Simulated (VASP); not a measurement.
# BN (Pm) in VASP: further runs

Runs on BN. Level: PBE+D3(BJ). Tasks: single point.

Program: VASP 6.6.1. These are calculated values, not measurements. Logs are shortened: lines on timing, memory, paths and dates and some standing lists are left out, and cuts for length are marked.

**1. The cell of the first run**

The structure is monoclinic, space group Pm (No. 6). The conventional cell has a = 2.506 Å, b = 6.592 Å, c = 2.506 Å, α = 90.00°, β = 120.00°, γ = 90.00°. Within 1.8 Å of B (site symmetry m) lie 3 N at 1.37 to 1.49 Å. Within 1.9 Å of B (site symmetry m) lie 3 N at 1.42 to 1.46 Å. N (site symmetry m) has 3 B at 1.42 to 1.46 Å within 1.9 Å. Within 1.8 Å of N (site symmetry m) lie 3 B at 1.37 to 1.49 Å.

**2. Single point, PBE+D3(BJ) (atoms displaced along a vibrational mode)**

Input file INCAR:

```
PREC = Accurate
ENCUT = 520
EDIFF = 1E-6
ISMEAR = 1
SIGMA = 0.05
LREAL = False
LASPH = True
NELM = 80
ALGO = Normal
ISIF = 2
LWAVE = False
LCHARG = False
GGA = PE
IVDW = 12
NBANDS = 16
```

Input file KPOINTS:

```
Automatic mesh
0
Gamma
  12 12 4
```

Input file POSCAR:

```
BN
1.0
    2.5061127838      0.0000000000      0.0000000000
   -1.2530563919      2.1703573356      0.0000000000
    0.0000000000      0.0000000000      6.5923998870
B N
2 2
Direct
   -0.1827139082     -0.0196741796      0.5000000000
    0.5030380379      0.6597229485      0.0000000000
    0.1750212322      0.0053584693      0.0000000000
    0.5016853781      0.3485174124      0.5000000000
```

Potentials or basis: VASP PAW PBE potentials, release 64 (B, N).

The run is started by

```console
cat potpaw_PBE.64/B/POTCAR potpaw_PBE.64/N/POTCAR > POTCAR
mpirun -np 1 vasp_std > vasp.out
```

OUTCAR:

```text
PREC = Accurate
   ENCUT = 520
   EDIFF = 1E-6
   ISMEAR = 1
   LREAL = False
   LASPH = True
   NELM = 80
   ISIF = 2
   GGA = PE
   IVDW = 12
 IVDW          = 12

 ion  position               nearest neighbor table
   1  0.817  0.980  0.500-   4 1.37   4 1.49   4 1.49
   2  0.503  0.660  0.000-   3 1.42   3 1.46   3 1.46
   3  0.175  0.005  0.000-   2 1.42   2 1.46   2 1.46
   4  0.502  0.349  0.500-   1 1.37   1 1.49   1 1.49

  LATTYP: Found a hexagonal cell.
 ALAT       =     2.5061127838
 C/A-ratio  =     2.6305280152

  Lattice vectors:

 A1 = (   2.5061127838,   0.0000000000,   0.0000000000)
 A2 = (  -1.2530563919,   2.1703573356,   0.0000000000)
 A3 = (   0.0000000000,   0.0000000000,   6.5923998870)

Analysis of symmetry for initial positions (statically):
=====================================================================
 Subroutine PRICEL returns:
 Original cell was already a primitive cell.

 Routine SETGRP: Setting up the symmetry group for a
 hexagonal supercell.

 Subroutine GETGRP returns: Found  2 space group operations
 (whereof  2 operations were pure point group operations)
 out of a pool of 24 trial point group operations.

The static configuration has the point symmetry C_1h.

Analysis of symmetry for dynamics (positions and initial velocities):
=====================================================================
 Subroutine PRICEL returns:
 Original cell was already a primitive cell.

 Routine SETGRP: Setting up the symmetry group for a
 hexagonal supercell.

 Subroutine GETGRP returns: Found  2 space group operations
 (whereof  2 operations were pure point group operations)
 out of a pool of 24 trial point group operations.

The dynamic configuration has the point symmetry C_1h.

 Subroutine INISYM returns: Found  2 space group operations
 (whereof  2 operations are pure point group operations),
 and found     1 'primitive' translations

----------------------------------------------------------------------------------------

                                     Primitive cell

  volume of cell :      35.8571

  direct lattice vectors                    reciprocal lattice vectors
     2.506112784  0.000000000  0.000000000     0.399024340  0.230376810  0.000000000
    -1.253056392  2.170357336  0.000000000     0.000000000  0.460753620  0.000000000
     0.000000000  0.000000000  6.592399887     0.000000000  0.000000000  0.151689827

  length of vectors
     2.506112784  2.506112784  6.592399887     0.460753620  0.460753620  0.151689827

[... 87 lines left out ...]
   NSW    =      0    number of steps for IOM
   IBRION =     -1    ionic relax: 0-MD 1-quasi-New 2-CG
   NFREE  =      0    steps in history (QN), initial steepest desc. (CG)
   ISIF   =      2    stress and relaxation
   ISYM   =      2    0-nonsym 1-usesym 2-fastsym
   POTIM  = 0.5000    time-step for ionic-motion
   TEBEG  =    0.0;   TEEND  =   0.0 temperature during run
   PSTRESS=    0.0 pullay stress
   NELECT =      16.0000    total number of electrons
   NUPDOWN=      -1.0000    fix difference up-down
   EMIN   =  10.00;   EMAX   =-10.00  energy-range for DOS
   EFERMI =   0.00;   METHOD = LEGACY
   ISMEAR =     1;   SIGMA  =   0.05  broadening in eV -4-tet -1-fermi 0-gaus
   EFERMI_NEDOS =   21; number of points for ismear=-14 and -15
   IALGO  =     38    algorithm
   IMIX   =      4    mixing-type and parameters
     AMIX     =   0.40;   BMIX     =  1.00
     AMIX_MAG =   1.60;   BMIX_MAG =  1.00
  volume/ion in A,a.u.               =       8.96        60.49
  Fermi-wavevector in a.u.,A,eV,Ry     =   1.250997  2.364042 21.293038  1.564994
  Thomas-Fermi vector in A             =   2.384965
   LORBIT       =      0    0 simple, 1 ext, 2 COOP (PROOUT), +10 PAW based schemes
   GGA     = PE    functional components
   LHFCALC =     F    Hartree Fock is set to
   AEXX    =    0.0000 exact exchange contribution
   IVDW    =    12    specifies the selected vdW correction
   LEPSILON=     F    determine dielectric tensor
   LRPA    =     F    only Hartree local field effects (RPA)
 non-spin polarized calculation
 Methfessel and Paxton  Order N= 1 SIGMA  =   0.05
  energy-cutoff  :      520.00
  volume of cell :       35.86
 maximum number of plane-waves:       985
   NGX =  9   NGY =  9   NGZ = 25

 number of electron      15.9999998 magnetization

 Free energy of the ion-electron system (eV)
  ---------------------------------------------------
  ext. energy  EPLUGINS =         0.00000000
  ---------------------------------------------------
  free energy    TOTEN  =       -34.98533846 eV

  energy without entropy =      -34.98535665  energy(sigma->0) =      -34.98534452

 E-fermi :   2.5972     XC(G=0): -10.1152

 val. band max:        2.5580946843   @ k =   0.3333   0.3333   0.0000
 cond. band min:       6.2013782213   @ k =   0.5000   0.5000   0.0000
 fundamental gap:      3.6432835370
 Fermi energy:         2.5971518356

 k-point     1 :       0.0000    0.0000    0.0000
  band No.  band energies     occupation
      1     -15.4761      2.00000
      2     -15.1663      2.00000
      3      -3.9172      2.00000
      4      -1.7286      2.00000
      5       0.1532      2.00000
      6       0.6975      2.00000
[... 433 lines left out ...]
      3      -2.6206      2.00000
      4      -2.4170      2.00000
      5      -2.1059      2.00000
      6      -0.5833      2.00000
[... 8 lines left out ...]
     15      16.3185      0.00000
     16      17.6540      0.00000

 [... further k-points ...]

------------------------ aborting loop because EDIFF is reached ----------------------------------------

 Edisp (eV)   -0.56885

 E8    (eV) :    -0.1668

  FORCE on cell =-STRESS in cart. coord.  units (eV):
  Direction    XX          YY          ZZ          XY          YZ          ZX
  --------------------------------------------------------------------------------------
  -------------------------------------------------------------------------------------
  Total      -1.02825     1.87391     0.20035     0.07802     0.00000     0.00000
  in kB     -45.94454    83.73060     8.95219     3.48626     0.00000     0.00000
  external pressure =       15.58 kB  Pullay stress =        0.00 kB

 VOLUME and BASIS-vectors are now :
 -----------------------------------------------------------------------------
  energy-cutoff  :      520.00
  volume of cell :       35.86
      direct lattice vectors                 reciprocal lattice vectors
     2.506112784  0.000000000  0.000000000     0.399024340  0.230376810  0.000000000
    -1.253056392  2.170357336  0.000000000     0.000000000  0.460753620  0.000000000
     0.000000000  0.000000000  6.592399887     0.000000000  0.000000000  0.151689827

 POSITION                                       TOTAL-FORCE (eV/Angst)
 -----------------------------------------------------------------------------------
      0.81981      2.12766      3.29620         0.034827      3.462962      0.000000
      0.43400      1.43183      0.00000        -0.062530      1.150422      0.000000
      0.43191      0.01163      0.00000         0.032403     -1.213747      0.000000
      0.82057      0.75641      3.29620        -0.004700     -3.399637      0.000000
 -----------------------------------------------------------------------------------
    total drift:                               -0.000072     -0.000494     -0.000000

  FREE ENERGIE OF THE ION-ELECTRON SYSTEM (eV)
  ---------------------------------------------------
  free  energy   TOTEN  =       -35.5541876943 eV

  energy  without entropy=      -35.5542058911  energy(sigma->0) =      -35.55419376
```

stdout:

```text
POSCAR found type information on POSCAR B N
 POSCAR found :  2 types and       4 ions
 scaLAPACK will be used
 LDA part: xc-table for (Slater+PW92), standard interpolation
 POSCAR, INCAR and KPOINTS ok, starting setup
 FFT: planning ... GRIDC
 FFT: planning ... GRID_SOFT
 FFT: planning ... GRID
 WAVECAR not read
 entering main loop
```

Run time: 59 s. Hardware: 1 thread of Intel Xeon 6975P-C (Granite Rapids), shared host; peak memory 0.24 GiB.

What came out:

- Free energy: -35.5542 eV
- Pressure: 1.6 GPa
- Largest force: 3.463 eV/Å
- Band gap on the k mesh: 3.64 eV (least direct gap 3.88 eV)
- Dispersion energy per atom: -0.142 eV

Forces on the atoms (eV/Å):
```
B    0.035  3.463  0.000
B   -0.063  1.150  0.000
N    0.032 -1.214  0.000
N   -0.005 -3.400  0.000
```

Levels at points of the mesh, in eV from the valence-band top:
| k point | band 6 | band 7 | band 8 | band 9 | band 10 | band 11 |
| --- | --- | --- | --- | --- | --- | --- |
| (0.00, 0.00, 0.00) | -1.86 | -1.25 | -0.70 | 5.04 | 10.05 | 10.22 |
| (0.50, 0.00, 0.00) | -4.41 | -1.64 | -0.96 | 4.27 | 5.64 | 9.01 |
| (0.00, 0.50, 0.00) | -3.93 | -1.33 | -0.75 | 3.80 | 5.00 | 9.24 |
| (0.50, 0.50, 0.00) | -4.43 | -1.89 | -0.56 | 3.64 | 6.20 | 9.03 |
| (0.00, 0.00, 0.50) | -1.86 | -1.25 | -0.70 | 7.41 | 7.42 | 10.22 |
| (0.50, 0.00, 0.50) | -4.41 | -1.31 | -1.19 | 4.51 | 4.79 | 9.51 |
| (0.00, 0.50, 0.50) | -3.93 | -1.05 | -0.89 | 3.92 | 4.29 | 9.71 |
| (0.50, 0.50, 0.50) | -4.43 | -1.32 | -1.21 | 4.60 | 4.78 | 9.41 |

Caveat: the cell differs from its parent crystal (atoms displaced along a vibrational mode); forces of over 1 eV/Å act on the atoms, so gaps and moduli don't describe the material at rest. A k mesh can miss the band edges.

**3. Single point, PBE+D3(BJ) (atoms displaced along a vibrational mode)**

Input file INCAR:

```
SYSTEM = BN
ALGO = Normal
EDIFF = 1E-6
ENCUT = 520
GGA = PE
ISIF = 2
ISMEAR = 1
IVDW = 12
LASPH = .True.
LCHARG = .False.
LREAL = .False.
LWAVE = .False.
NBANDS = 16
NELM = 100
PREC = Accurate
SIGMA = 0.05
```

Input file KPOINTS:

```
k-points
0
Gamma
  12 12 4
  0 0 0
```

Input file POSCAR:

```
BN
1.0
    2.5061127838      0.0000000000      0.0000000000
   -1.2530563919      2.1703573356      0.0000000000
    0.0000000000      0.0000000000      6.5923998870
B N
2 2
Direct
   -0.1630397286      0.0196741796      0.5000000000
    0.5099817561      0.6736103848      0.0000000000
    0.1696627629     -0.0053584693      0.0000000000
    0.4865012991      0.3181492543      0.5000000000
```

Potentials or basis: VASP PAW PBE potentials, release 64 (B, N).

The run is started by

```console
cat potpaw_PBE.64/B/POTCAR potpaw_PBE.64/N/POTCAR > POTCAR
mpirun -np 1 vasp_std > vasp.out
```

Run time: 58 s. Hardware: 1 thread of Intel Xeon 6975P-C (Granite Rapids), shared host; peak memory 0.24 GiB.

It converged, with:

```
Free energy                : -35.5680 eV
Pressure                   : 1.4 GPa
Largest force              : 2.827 eV/Å
Band gap on the k mesh     : 3.22 eV (least direct gap 3.58 eV)
Dispersion energy per atom : -0.142 eV
```

Forces on the atoms (eV/Å):
```
B    0.036 -2.763  0.000
B   -0.071 -1.049  0.000
N    0.033  0.985  0.000
N    0.002  2.827  0.000
```

Stress tensor (GPa, compression positive):
```
 6.62  0.38  0.00
 0.38 -3.56  0.00
 0.00  0.00  1.15
```

Levels at points of the mesh, in eV from the valence-band top:
```
           k point  band 4  band 5  band 6  band 7  band 8  band 9  band 10  band 11  band 12  band 13
(0.00, 0.00, 0.00)   -4.33   -2.47   -1.91   -1.29   -0.72    5.00    10.00    10.11    10.87    11.73
(0.50, 0.00, 0.00)   -9.11   -4.29   -4.11   -1.51   -0.80    3.80     5.24     9.06     9.70    12.53
(0.00, 0.50, 0.00)   -8.93   -4.88   -4.55   -1.79   -1.07    4.35     5.88     9.02     9.69    12.70
(0.50, 0.50, 0.00)   -9.05   -4.31   -4.10   -1.74   -0.41    3.22     5.74     9.09     9.71    12.16
(0.00, 0.00, 0.50)   -5.54   -2.47   -1.91   -1.29   -0.72    7.36     7.37    10.16    10.88    11.73
(0.50, 0.00, 0.50)   -9.18   -4.29   -4.11   -1.13   -1.07    4.18     4.28     9.53     9.58    13.29
(0.00, 0.50, 0.50)   -8.98   -4.87   -4.55   -1.48   -1.29    4.65     4.96     9.41     9.69    13.29
(0.50, 0.50, 0.50)   -9.18   -4.31   -4.10   -1.15   -1.07    4.17     4.35     9.49     9.59    13.78
```

Caveat: the cell differs from its parent crystal (atoms displaced along a vibrational mode); forces of over 1 eV/Å act on the atoms, so gaps and moduli don't describe the material at rest. A k mesh can miss the band edges.

**4. Single point, PBE+D3(BJ) (atoms displaced along a vibrational mode)**

Changes to INCAR since step 3:

```diff
@@ -9,7 +9,9 @@
 LASPH = .True.
-LCHARG = .False.
+LCHARG = .True.
+LELF = .True.
 LREAL = .False.
+LVHAR = .True.
 LWAVE = .False.
 NBANDS = 16
-NELM = 100
+NELM = 60
 PREC = Accurate
```

KPOINTS is that of step 3.

Input file POSCAR:

```
BN
1.0
    2.5061127838      0.0000000000      0.0000000000
   -1.2530563919      2.1703573356      0.0000000000
    0.0000000000      0.0000000000      6.5923998870
B N
2 2
Direct
   -0.1728768184      0.0000000000      0.5000000000
    0.5065098970      0.6666666667      0.0000000000
    0.1723419976      0.0000000000      0.0000000000
    0.4940933386      0.3333333333      0.5000000000
```

The run is started by

```console
cat potpaw_PBE.64/B/POTCAR potpaw_PBE.64/N/POTCAR > POTCAR
mpirun -np 1 vasp_std > vasp.out
```

It took 65 s on 1 thread of Intel Xeon 6975P-C (Granite Rapids), shared host; peak memory 0.24 GiB.

Results (log left out):

```
Free energy                : -35.6932 eV
Pressure                   : 0.3 GPa
Largest force              : 0.086 eV/Å
Band gap on the k mesh     : 3.40 eV (least direct gap 3.75 eV)
Dispersion energy per atom : -0.142 eV
```

Forces on the atoms (eV/Å):
```
B    0.036 -0.021  0.000
B   -0.067  0.006  0.000
N    0.032 -0.071  0.000
N   -0.001  0.086  0.000
```

Stress tensor (GPa, compression positive):
```
-0.31  0.37  0.00
 0.37  0.06  0.00
 0.00  0.00  1.05
```

Levels at points of the mesh, in eV from the valence-band top:
| k point | band 6 | band 7 | band 8 | band 9 | band 10 | band 11 |
| --- | --- | --- | --- | --- | --- | --- |
| (0.00, 0.00, 0.00) | -1.61 | -1.59 | -1.57 | 4.99 | 10.00 | 11.24 |
| (0.50, 0.00, 0.00) | -4.37 | -1.58 | -0.90 | 4.00 | 5.40 | 9.11 |
| (0.00, 0.50, 0.00) | -4.37 | -1.57 | -0.92 | 4.04 | 5.37 | 9.10 |
| (0.50, 0.50, 0.00) | -4.38 | -1.82 | -0.50 | 3.40 | 5.93 | 9.13 |
| (0.00, 0.00, 0.50) | -1.61 | -1.59 | -1.58 | 7.38 | 7.38 | 11.27 |
| (0.50, 0.00, 0.50) | -4.38 | -1.20 | -1.18 | 4.37 | 4.44 | 9.53 |
| (0.00, 0.50, 0.50) | -4.39 | -1.19 | -1.19 | 4.38 | 4.44 | 9.52 |
| (0.50, 0.50, 0.50) | -4.39 | -1.20 | -1.20 | 4.43 | 4.45 | 9.59 |

Caveat: the cell differs from its parent crystal (atoms displaced along a vibrational mode). A k mesh can miss the band edges.

**5. Overview**

```csv
cell,gap on the mesh (eV),pressure (GPa),largest force (eV/Å)
"as given, atomic positions A",3.64,1.6,3.46
"as given, atomic positions B",3.22,1.4,2.83
"as given, atomic positions C",3.40,0.3,0.09
```

Alike in all rows: task single point; level PBE+D3(BJ); potentials or basis VASP PAW PBE potentials, release 64 (B, N); no spin polarisation; k mesh 12 × 12 × 4; cutoff (eV) 520; smearing methfessel-paxton 0.05 eV.

Caveats: forces of over 1 eV/Å act on the atoms, so gaps and moduli don't describe the material at rest (at least some runs).

Absolute energies hang on the potentials; compare differences alone.
